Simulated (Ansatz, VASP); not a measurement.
One calculation of Ti, two programs

```xyz
2
Lattice="-1.9522 1.6017 1.4292 1.6017 -1.9522 1.4292 3.5507 3.5507 -2.0710" Properties=species:S:1:pos:R:3 pbc="T T T"
Ti   -1.8043    1.4539    1.4292
Ti    0.5638    2.6364    0.3937
```

Alike in both runs: task single point; functional PBEsol; k mesh 16 × 16 × 8; occupations fermi-dirac, width 0.1 eV; no spin polarisation.

|  | VASP | Ansatz |
| --- | --- | --- |
| version | VASP 6.6.1 | Ansatz 0.2.0 |
| potentials or method | VASP PAW PBE potentials, release 64 (Ti_sv), cutoff 520 eV | plane waves (420 eV) with PAW, scalar-relativistic |
| valence electrons in the cell | 24 | 24 |

|  | VASP | Ansatz | Ansatz less VASP |
| --- | --- | --- | --- |
| pressure (GPa) | -0.2 | 0.0 | +0.25 |

VASP's potentials were made for PBE, not for PBEsol, and Ansatz warns of the same on its side. With one functional, cell and mesh, what is left measures potentials, basis and numerics.
